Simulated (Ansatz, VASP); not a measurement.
# One calculation of C, two programs

```
C
1.0
     0.00000    1.75930    1.75930
     1.75930    0.00000    1.75930
     1.75930    1.75930    0.00000
C
2
Direct
  0.50000 0.50000 0.50000
  0.75000 0.75000 0.75000
```

Change from the starting cell: volume scaled by 0.96, crystal datasets.

Alike in both runs: task electric field gradients; functional LDA; k mesh 16 × 16 × 16; occupations fermi-dirac, width 0.03 eV; no spin polarisation.

|  | VASP | Ansatz |
| --- | --- | --- |
| version | VASP 6.6.1 | Ansatz 0.2.0 |
| potentials or method | VASP PAW LDA potentials, release 64 (C), cutoff 520 eV | all-electron PAW with datasets made for the crystal, scalar-relativistic |

Ansatz gave:

* gap on the k mesh at the Fermi level (eV): 4.20
* pressure (GPa): 5.5

Q: Estimate VASP's values.

A: gap on the k mesh at the Fermi level (eV): 4.20; pressure (GPa): 7.0.

LDA's correlation is that of Perdew and Zunger in VASP and of Perdew and Wang (1992) in Ansatz. Ansatz ran all-electron here, and VASP with PAW potentials.
